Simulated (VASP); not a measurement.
Input of a VASP 6.6.1 run:

File INCAR:

```
PREC     = Accurate       # precision mode
ENCUT    = 520            # plane-wave cutoff, eV
EDIFF    = 1E-7           # SCF threshold, eV
ISMEAR   = 0              # smearing method
SIGMA    = 0.1            # smearing width, eV
LREAL    = False          # projectors in reciprocal space
LASPH    = True           # aspherical terms in the spheres
NELM     = 100            # most SCF steps
ALGO     = Normal         # electronic algorithm
ISIF     = 2              # what is computed and relaxed
LWAVE    = False          # write WAVECAR
LCHARG   = False          # write CHGCAR
GGA      = PE             # functional
NBANDS   = 24             # bands
```

File KPOINTS:

```
Automatic mesh
0
Gamma
  6 6 4
```

The input POSCAR:

```
CaO
1.0
    2.5866921400     -1.9249455200      0.0000000000
    2.5866921400      1.9249455200      0.0000000000
   -1.9260120800      0.0000000000      5.5338183100
Ca O
2 2
Direct
    0.4901093500      0.8223851100      0.6464666700
    0.8223851100      0.4901093500      0.1464666700
    0.1776148900      0.5098906500      0.8535333300
    0.5098906500      0.1776148900      0.3535333300
```

Potentials or basis: VASP PAW PBE potentials, release 64 (Ca_sv, O).

Command:

```sh
$ cat potpaw_PBE.64/Ca_sv/POTCAR potpaw_PBE.64/O/POTCAR > POTCAR
$ mpirun -np 1 vasp_std > vasp.out
```

Question: Predict the band gap on the k mesh.

Answer: 3.88 eV, direct.

Question: Estimate the largest force.

Answer: 0.450 eV/Å.

Question: Estimate the pressure.

Answer: 7.6 GPa.

Forces in eV/Å, atoms in the order of the input:
```
Ca  -0.026  0.190  0.013
Ca  -0.026 -0.190  0.013
O    0.026  0.449 -0.013
O    0.026 -0.449 -0.013
```

A k mesh can miss the band edges. As with any semilocal functional, this PBE gap is likely too small.
